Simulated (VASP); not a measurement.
# AlGaN2 (P-4m2) in VASP: notebook

AlGaN2 is run at these levels: LDA; tasks: single point.

Everything below comes from runs of VASP 6.6.1. Logs are shortened: lines on timing, memory, paths and dates and some standing lists are left out, and cuts for length are marked.

## (1) The cell of the first run

Symmetry: P-4m2, No. 115, tetragonal system. Conventional cell: a = 3.115 Å, b = 3.115 Å, c = 4.384 Å, α = 90.00°, β = 90.00°, γ = 90.00°. Within 2.5 Å of Al (site symmetry -4m2) lie 4 N at 1.88 Å. Within 2.6 Å of Ga (site symmetry -4m2) lie 4 N at 1.93 Å. Within 2.5 Å of N (site symmetry 2mm) lie 2 Al at 1.88 Å and 2 Ga at 1.93 Å.

## (2) Single point, LDA

Contents of INCAR:

```
PREC     = Accurate       # precision mode
ENCUT    = 520            # plane-wave cutoff, eV
EDIFF    = 1E-6           # SCF threshold, eV
ISMEAR   = 0              # smearing method
SIGMA    = 0.05           # smearing width, eV
LREAL    = F              # projectors in reciprocal space
LASPH    = T              # aspherical terms in the spheres
NELM     = 100            # most SCF steps
ALGO     = Normal         # electronic algorithm
ISIF     = 2              # what is computed and relaxed
LWAVE    = F              # write WAVECAR
LCHARG   = T              # write CHGCAR
LELF     = T              # ELF
LVHAR    = T            
NBANDS   = 21             # bands
```

Contents of KPOINTS:

```
Automatic mesh
0
Gamma
  8 8 6
```

Contents of POSCAR:

```
AlGaN2
1.0
    3.1152864669      0.0000000000      0.0000000000
    0.0000000000      3.1152864669      0.0000000000
    0.0000000000      0.0000000000      4.3843302008
Al Ga N
1 1 2
Direct
    0.5000000000      0.5000000000      0.5000000000
    0.0000000000      0.0000000000      0.0000000000
    0.5000000000      0.0000000000      0.7400513254
    0.0000000000      0.5000000000      0.2599486746
```

Potentials or basis: VASP PAW LDA potentials, release 64 (Al, Ga_d, N).

Started as:

```bash
> cat potpaw_LDA.64/Al/POTCAR potpaw_LDA.64/Ga_d/POTCAR potpaw_LDA.64/N/POTCAR > POTCAR
> mpirun -np 1 vasp_std > vasp.out
```

OUTCAR:

```text
PREC = Accurate
   ENCUT = 520
   EDIFF = 1E-6
   ISMEAR = 0
   LREAL = F
   LASPH = T
   NELM = 100
   ISIF = 2

 ion  position               nearest neighbor table
   1  0.500  0.500  0.500-   3 1.88   4 1.88   3 1.88   4 1.88   2 3.11   2 3.11   2 3.11   2 3.11
                             2 3.11   2 3.11   2 3.11   2 3.11
   2  0.000  0.000  0.000-   3 1.93   4 1.93   4 1.93   3 1.93   1 3.11   1 3.11   1 3.11   1 3.11
                             1 3.11   1 3.11   1 3.11   1 3.11
   3  0.500  0.000  0.740-   1 1.88   1 1.88   2 1.93   2 1.93
   4  0.000  0.500  0.260-   1 1.88   1 1.88   2 1.93   2 1.93

  LATTYP: Found a simple tetragonal cell.
 ALAT       =     3.1152864669
 C/A-ratio  =     1.4073602050

  Lattice vectors:

 A1 = (   3.1152864669,   0.0000000000,   0.0000000000)
 A2 = (   0.0000000000,   3.1152864669,   0.0000000000)
 A3 = (   0.0000000000,   0.0000000000,   4.3843302008)

Analysis of symmetry for initial positions (statically):
=====================================================================
 Subroutine PRICEL returns:
 Original cell was already a primitive cell.

 Routine SETGRP: Setting up the symmetry group for a
 simple tetragonal supercell.

 Subroutine GETGRP returns: Found  8 space group operations
 (whereof  8 operations were pure point group operations)
 out of a pool of 16 trial point group operations.

The static configuration has the point symmetry D_2d.

Analysis of symmetry for dynamics (positions and initial velocities):
=====================================================================
 Subroutine PRICEL returns:
 Original cell was already a primitive cell.

 Routine SETGRP: Setting up the symmetry group for a
 simple tetragonal supercell.

 Subroutine GETGRP returns: Found  8 space group operations
 (whereof  8 operations were pure point group operations)
 out of a pool of 16 trial point group operations.

The dynamic configuration has the point symmetry D_2d.

 Subroutine INISYM returns: Found  8 space group operations
 (whereof  8 operations are pure point group operations),
 and found     1 'primitive' translations

----------------------------------------------------------------------------------------

                                     Primitive cell

  volume of cell :      42.5500

  direct lattice vectors                    reciprocal lattice vectors
     3.115286467  0.000000000  0.000000000     0.320997767  0.000000000  0.000000000
     0.000000000  3.115286467  0.000000000     0.000000000  0.320997767  0.000000000
     0.000000000  0.000000000  4.384330201     0.000000000  0.000000000  0.228085011

  length of vectors
     3.115286467  3.115286467  4.384330201     0.320997767  0.320997767  0.228085011

  position of ions in fractional coordinates (direct lattice)
     0.500000000  0.500000000  0.500000000
     0.000000000  0.000000000  0.000000000
     0.500000000  0.000000000  0.740051325
     0.000000000  0.500000000  0.259948675

  ion indices of the primitive-cell ions
   primitive index   ion index
                 1           1
                 2           2
                 3           3
                 4           4

----------------------------------------------------------------------------------------

 KPOINTS: Automatic mesh

Automatic generation of k-mesh.
 Grid dimensions read from file:
 generate k-points for:    8    8    6

 Generating k-lattice:

  Cartesian coordinates                     Fractional coordinates (reciprocal lattice)
     0.040124721  0.000000000  0.000000000     0.125000000  0.000000000  0.000000000
     0.000000000  0.040124721  0.000000000     0.000000000  0.125000000  0.000000000
     0.000000000  0.000000000  0.038014168     0.000000000  0.000000000  0.166666667

  Length of vectors
     0.040124721  0.040124721  0.038014168

  Shift w.r.t. Gamma in fractional coordinates (k-lattice)
     0.000000000  0.000000000  0.000000000

 Subroutine IBZKPT returns following result:
 ===========================================

 Found     60 irreducible k-points:

 Following reciprocal coordinates:
            Coordinates               Weight
  0.000000  0.000000  0.000000      1.000000
  0.125000  0.000000  0.000000      4.000000
  0.250000  0.000000  0.000000      4.000000
  0.375000  0.000000  0.000000      4.000000
  0.500000  0.000000  0.000000      2.000000
  0.125000  0.125000  0.000000      4.000000
[... 16 lines left out ...]
  0.375000  0.125000  0.166667     16.000000
  0.500000  0.125000  0.166667      8.000000
 [... further k-points ...]
   k-points           NKPTS =     60   k-points in BZ     NKDIM =     60   number of bands    NBANDS=     21
   number of dos      NEDOS =    301   number of ions     NIONS =      4
   total plane-waves  NPLWV =  20736
   dimension x,y,z NGX =    24 NGY =   24 NGZ =   36
   dimension x,y,z NGXF=    48 NGYF=   48 NGZF=   72
   ions per type =               1   1   2
   NGX,Y,Z   is equivalent  to a cutoff of  12.81, 12.81, 13.65 a.u.
   NGXF,Y,Z  is equivalent  to a cutoff of  25.61, 25.61, 27.30 a.u.
 SYSTEM =  unknown system
   PREC   = accura    normal or accurate (medium, high low for compatibility)
   ISTART =      0    job   : 0-new  1-cont  2-samecut
   ICHARG =      2    charge: 1-file 2-atom 10-const
   ISPIN  =      1    spin polarized calculation?
   LNONCOLLINEAR =      F non collinear calculations
   LSORBIT =      F    spin-orbit coupling
   LASPH  =      T    aspherical Exc in radial PAW
   ENCUT  =  520.0 eV  38.22 Ry    6.18 a.u.   5.79  5.79  8.15*2*pi/ulx,y,z
   NELM   =    100;   NELMIN=  2; NELMDL= -5     # of ELM steps
   EDIFF  = 0.1E-05   stopping-criterion for ELM
   LREAL  =      F    real-space projection
   EDIFFG = 0.1E-04   stopping-criterion for IOM
   NSW    =      0    number of steps for IOM
   IBRION =     -1    ionic relax: 0-MD 1-quasi-New 2-CG
   NFREE  =      0    steps in history (QN), initial steepest desc. (CG)
   ISIF   =      2    stress and relaxation
   ISYM   =      2    0-nonsym 1-usesym 2-fastsym
   POTIM  = 0.5000    time-step for ionic-motion
   TEBEG  =    0.0;   TEEND  =   0.0 temperature during run
   PSTRESS=    0.0 pullay stress
   NELECT =      26.0000    total number of electrons
   NUPDOWN=      -1.0000    fix difference up-down
   EMIN   =  10.00;   EMAX   =-10.00  energy-range for DOS
   EFERMI =   0.00;   METHOD = LEGACY
   ISMEAR =     0;   SIGMA  =   0.05  broadening in eV -4-tet -1-fermi 0-gaus
   EFERMI_NEDOS =   21; number of points for ismear=-14 and -15
   IALGO  =     38    algorithm
   IMIX   =      4    mixing-type and parameters
     AMIX     =   0.40;   BMIX     =  1.00
     AMIX_MAG =   1.60;   BMIX_MAG =  1.00
  volume/ion in A,a.u.               =      10.64        71.79
  Fermi-wavevector in a.u.,A,eV,Ry     =   1.389205  2.625216 26.257738  1.929889
  Thomas-Fermi vector in A             =   2.513258
   LORBIT       =      0    0 simple, 1 ext, 2 COOP (PROOUT), +10 PAW based schemes
   GGA     = CA    functional components
   LHFCALC =     F    Hartree Fock is set to
   AEXX    =    0.0000 exact exchange contribution
   IVDW    =     0    specifies the selected vdW correction
   LEPSILON=     F    determine dielectric tensor
   LRPA    =     F    only Hartree local field effects (RPA)
 non-spin polarized calculation
 Gauss-broadening in eV      SIGMA  =   0.05
  energy-cutoff  :      520.00
  volume of cell :       42.55
 maximum number of plane-waves:      1176
 NGX is ok and might be reduce to    24

 number of electron      25.9999993 magnetization

 Free energy of the ion-electron system (eV)
  ---------------------------------------------------
  ext. energy  EPLUGINS =         0.00000000
  ---------------------------------------------------
  free energy    TOTEN  =       -30.31528892 eV

  energy without entropy =      -30.31528892  energy(sigma->0) =      -30.31528892

 E-fermi :   5.9257     XC(G=0): -11.8467

 val. band max:        5.6590900510   @ k =   0.0000   0.0000   0.0000
 cond. band min:       8.7253810433   @ k =   0.0000   0.0000   0.0000
 fundamental gap:      3.0662909923
 Fermi energy:         5.9257069874

 k-point     1 :       0.0000    0.0000    0.0000
  band No.  band energies     occupation
      1      -9.8940      2.00000
      2      -8.4602      2.00000
      3      -7.4306      2.00000
      4      -7.4306      2.00000
      5      -7.3838      2.00000
      6      -7.2065      2.00000
[... 13 lines left out ...]
     20      18.4645      0.00000
     21      20.6128      0.00000

 k-point     2 :       0.1250    0.0000    0.0000
  band No.  band energies     occupation
      1      -9.7543      2.00000
      2      -8.4580      2.00000
      3      -7.4404      2.00000
      4      -7.4278      2.00000
      5      -7.3581      2.00000
      6      -7.2188      2.00000
[... 13 lines left out ...]
     20      18.2721      0.00000
     21      20.1665      0.00000

 k-point     3 :       0.2500    0.0000    0.0000
  band No.  band energies     occupation
      1      -9.3830      2.00000
      2      -8.4653      2.00000
      3      -7.4248      2.00000
      4      -7.4209      2.00000
      5      -7.2728      2.00000
      6      -7.2481      2.00000
[... 13 lines left out ...]
     20      17.7223      0.00000
     21      19.1573      0.00000
[... 457 lines left out ...]
 k-point    23 :       0.3750    0.1250    0.1667
  band No.  band energies     occupation
      1      -8.8388      2.00000
      2      -8.4819      2.00000
      3      -7.4245      2.00000
      4      -7.3319      2.00000
      5      -7.3001      2.00000
      6      -6.9289      2.00000
[... 13 lines left out ...]
     20      17.8199      0.00000
     21      18.0952      0.00000

 k-point    24 :       0.5000    0.1250    0.1667
  band No.  band energies     occupation
      1      -8.6766      2.00000
      2      -8.5119      2.00000
      3      -7.4176      2.00000
      4      -7.3161      2.00000
      5      -7.3134      2.00000
      6      -6.5469      2.00000
[... 13 lines left out ...]
     20      17.8597      0.00000
     21      17.8790      0.00000

 [... further k-points ...]
[... 5 lines left out ...]
  --------------------------------------------------------------------------------------
  -------------------------------------------------------------------------------------
  Total        0.2310714      0.2310714      0.2344024      0.0000000      0.0000000     -0.0000000
  in kB        8.7007686      8.7007686      8.8261920      0.0000000      0.0000000     -0.0000000
  external PRESSURE =       8.7425764 kB  Pullay stress =       0.0000000 kB

 VOLUME and BASIS-vectors are now :
 -----------------------------------------------------------------------------
  energy-cutoff  :      520.00
  volume of cell :       42.55
      direct lattice vectors                 reciprocal lattice vectors
     3.115286467  0.000000000  0.000000000     0.320997767  0.000000000  0.000000000
     0.000000000  3.115286467  0.000000000     0.000000000  0.320997767  0.000000000
     0.000000000  0.000000000  4.384330201     0.000000000  0.000000000  0.228085011

 POSITION                                       TOTAL-FORCE (eV/Angst)
 -----------------------------------------------------------------------------------
      1.55764      1.55764      2.19217        -0.000000      0.000000      0.000000
      0.00000      0.00000      0.00000         0.000000     -0.000000      0.000000
      1.55764      0.00000      3.24463        -0.000000     -0.000000     -0.030432
      0.00000      1.55764      1.13970        -0.000000     -0.000000      0.030432
 -----------------------------------------------------------------------------------
    total drift:                               -0.000000      0.000000      0.000000

  FREE ENERGIE OF THE ION-ELECTRON SYSTEM (eV)
  ---------------------------------------------------
  free  energy   TOTEN  =       -30.3152889195 eV

  energy  without entropy=      -30.3152889195  energy(sigma->0) =      -30.31528892
```

Wall time 66 s (1 thread of AMD EPYC 7R13, shared host); peak memory 0.15 GiB.

Results:

* Free energy: -30.3153 eV
* Pressure: 0.9 GPa
* Largest force: 0.030 eV/Å
* Band gap on the k mesh: 3.07 eV, direct

Forces on the atoms (eV/Å):
```
Al   0.000  0.000  0.000
Ga   0.000  0.000  0.000
N    0.000  0.000 -0.030
N    0.000  0.000  0.030
```

A k mesh can miss the band edges. Expect the measured gap to be larger: semilocal functionals such as LDA lack the derivative discontinuity.

## (3) Single point, LDA

This run uses another cell than the first one: it holds 8 atoms, not 4.

Contents of INCAR:

```
PREC     = Accurate       # precision mode
ENCUT    = 520            # plane-wave cutoff, eV
EDIFF    = 1E-6           # SCF threshold, eV
ISMEAR   = 0              # smearing method
SIGMA    = 0.05           # smearing width, eV
LREAL    = False          # projectors in reciprocal space
LASPH    = True           # aspherical terms in the spheres
NELM     = 80             # most SCF steps
ALGO     = Normal         # electronic algorithm
ISIF     = 2              # what is computed and relaxed
LWAVE    = False          # write WAVECAR
LCHARG   = False          # write CHGCAR
GGA      = CA             # functional
NBANDS   = 36             # bands
```

Contents of KPOINTS:

```
Automatic mesh
0
Gamma
  8 8 4
```

Contents of POSCAR:

```
AlGaN2
1.0
    3.1152864669      0.0000000000      0.0000000000
    0.0000000000      3.1152864669      0.0000000000
    0.0000000000      0.0000000000      8.7686604015
Al Ga N
2 2 4
Direct
    0.5000000000      0.5000000000      0.2500000000
    0.5000000000      0.5000000000      0.7500000000
    0.0000000000      0.0000000000      0.5000000000
    0.0000000000      0.0000000000      0.0000000000
    0.5000000000      0.0000000000      0.3700256627
    0.5000000000      0.0000000000      0.8700256627
    0.0000000000      0.5000000000      0.1299743373
    0.0000000000      0.5000000000      0.6299743373
```

Potentials or basis: VASP PAW LDA potentials, release 64 (Al, Ga_d, N).

Started as:

```bash
> cat potpaw_LDA.64/Al/POTCAR potpaw_LDA.64/Ga_d/POTCAR potpaw_LDA.64/N/POTCAR > POTCAR
> mpirun -np 1 vasp_std > vasp.out
```

Run time: 4.2 min. Hardware: 1 thread of AMD EPYC 7R13, shared host; peak memory 0.21 GiB.

The run converged. Its results:

- Free energy: -60.6306 eV
- Pressure: 0.9 GPa
- Largest force: 0.031 eV/Å
- Band gap on the k mesh: 3.07 eV

Forces in eV/Å, atoms in the order of the input:
```
Al   0.000  0.000  0.000
Al   0.000  0.000  0.000
Ga   0.000  0.000  0.000
Ga   0.000  0.000  0.000
N    0.000  0.000 -0.031
N    0.000  0.000 -0.031
N    0.000  0.000  0.031
N    0.000  0.000  0.031
```

Levels at points of the mesh, in eV from the valence-band top:
| k point | band 23 | band 24 | band 25 | band 26 | band 27 | band 28 | band 29 | band 30 |
| --- | --- | --- | --- | --- | --- | --- | --- | --- |
| (0.00, 0.00, 0.00) | -1.03 | -0.22 | 0.00 | 0.00 | 3.07 | 3.49 | 5.31 | 5.44 |
| (0.50, 0.00, 0.00) | -0.89 | -0.73 | -0.62 | -0.60 | 5.33 | 6.68 | 7.18 | 7.27 |
| (0.50, 0.50, 0.00) | -2.37 | -2.34 | -2.34 | -2.32 | 3.24 | 3.24 | 6.16 | 6.16 |
| (0.00, 0.00, 0.50) | -0.40 | -0.40 | -0.40 | -0.40 | 3.96 | 3.96 | 4.52 | 4.52 |
| (0.50, 0.00, 0.50) | -0.99 | -0.99 | -0.66 | -0.66 | 6.24 | 6.24 | 7.22 | 7.22 |
| (0.50, 0.50, 0.50) | -2.90 | -2.90 | -2.77 | -2.77 | 4.54 | 4.54 | 4.54 | 4.54 |

A k mesh can miss the band edges. LDA gaps usually lie below the measured ones, often by a third to a half.
